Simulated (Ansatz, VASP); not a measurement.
**One calculation of Nb3Pb, two programs**

```
CELL_PARAMETERS angstrom
5.31900 0.00000 0.00000
0.00000 5.31900 0.00000
0.00000 0.00000 5.31900
ATOMIC_POSITIONS crystal
Nb 0.25000 0.00000 0.50000
Nb 0.50000 0.75000 0.00000
Nb 0.75000 0.00000 0.50000
Nb 0.50000 0.25000 0.00000
Nb 0.00000 0.50000 0.75000
Nb 0.00000 0.50000 0.25000
Pb 0.00000 0.00000 0.00000
Pb 0.50000 0.50000 0.50000
```

Alike in both runs: task electric field gradients; functional PBE; k mesh 6 × 6 × 6; occupations fermi-dirac, width 0.05 eV; no spin polarisation.

```csv
,VASP,Ansatz
version,VASP 6.6.1,Ansatz 0.2.0
potentials or method,"VASP PAW PBE potentials, release 64 (Nb_sv, Pb_d)","PAW with Ansatz's default frozen-core files, scalar-relativistic"
plane-wave cutoff (eV),520,420
valence electrons in the cell,106,106
```

Ansatz gave:

```
pressure (GPa)                                       : 4.7
size of Vzz on the site where it differs most (V/Å²) : 36.2
```

**Question.** What did VASP give for the same quantities?

**Answer.** Pressure (GPa): 4.5; size of Vzz on the site where it differs most (V/Å²): 38.5.

The functional is the same, so the differences come from potentials, cutoffs and numerics.

Neither program's run includes spin-orbit coupling.
